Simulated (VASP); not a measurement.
Here is a VASP 6.6.1 calculation.

The input INCAR:

```
PREC     = Accurate       # precision mode
ENCUT    = 520            # plane-wave cutoff, eV
EDIFF    = 1E-6           # SCF threshold, eV
ISMEAR   = -1             # smearing method
SIGMA    = 0.05           # smearing width, eV
LREAL    = Auto         
LASPH    = True           # aspherical terms in the spheres
NELM     = 80             # most SCF steps
ALGO     = Normal         # electronic algorithm
ISIF     = 2              # what is computed and relaxed
LWAVE    = False          # write WAVECAR
LCHARG   = False          # write CHGCAR
GGA      = PE             # functional
NBANDS   = 58             # bands
```

KPOINTS

```
regular mesh
0
Gamma
  1 1 1
```

POSCAR

```
H4C
1.0
    8.6854290000      0.0000000000      0.0000000000
    0.0000000000      8.6854290000      0.0000000000
    0.0000000000      0.0000000000      8.6854290000
C H
8 32
Direct
    0.0383976428      0.8901690406      0.6831441487
    0.1462679621      0.2564064481     -0.0262854028
    0.2795256285      0.3705746717      0.5011957383
    0.6406592006      0.3964916413      0.0987055447
    0.9225566175      0.3462235429      0.6222835970
    0.6350405950      0.7486561689      0.7402628011
    0.1381278921      0.7438089702      0.2036399123
    0.4909486912      1.0216305953      0.0644182343
    0.1174726084      0.8827543234      0.7819187745
   -0.0484835004      0.9740221237      0.7249728252
   -0.0115595902      0.7710845371      0.6493404068
    0.1040823660      0.9315717163      0.5865110405
    0.1762492100      0.3294137803      0.0817115654
    0.0239826956      0.2465393477     -0.0252606981
    0.1980328203      0.1483173715     -0.0283232987
    0.1810158140      0.3478699786     -0.1070989124
    0.3968255339      0.3828250740      0.4509852075
    0.2578456401      0.2449159391      0.5300371461
    0.1743264495      0.3929569858      0.4429833000
    0.2652143032      0.4415901621      0.6088012463
    0.6713197471      0.5177522031      0.0755633372
    0.7492663863      0.3403170989      0.1382545410
    0.5891821809      0.3323036778      0.0014276785
    0.5599493128      0.3804072315      0.1972959539
    0.9710746585      0.4134510800      0.5195252877
    0.8354221766      0.3985640778      0.6927464377
    1.0237605995      0.3295058885      0.6953139563
    0.8755698769      0.2404256600      0.5759070738
    0.5669150021      0.6452531015      0.7778544963
    0.6976742312      0.7145300480      0.6353860011
    0.7294631042      0.7832313176      0.8332115777
    0.5469735577      0.8470738751      0.7324566236
    0.1441494715      0.6463123468      0.1096203768
    0.0699562451      0.8394173736      0.1560890084
    0.2493831911      0.7683443155      0.2434422065
    0.0549656212      0.7041448384      0.3003075611
    0.4224661787      0.9794565127      0.1587946894
    0.5322822857      0.9116763259     -0.0041218459
    0.5972992238      1.0577370444      0.1149166034
    0.4319763595      1.1041250812     -0.0041448730
```

Potentials or basis: VASP PAW PBE potentials, release 64 (C, H).

The run is started by

```console
$ cat potpaw_PBE.64/C/POTCAR potpaw_PBE.64/H/POTCAR > POTCAR
$ mpirun -np 1 vasp_gam > vasp.out
```

Task: Predict the largest force.

Result: 4.390 eV/Å.

Task: What does it give for the band gap on the k mesh?

Result: 6.61 eV.

Task: Estimate the pressure.

Result: -0.9 GPa.

Stress tensor (GPa, compression positive):
```
-0.30 -0.46  0.47
-0.46 -1.54 -1.26
 0.47 -1.26 -0.83
```

Caveat: the k points lie up to 0.72 Å⁻¹ apart.
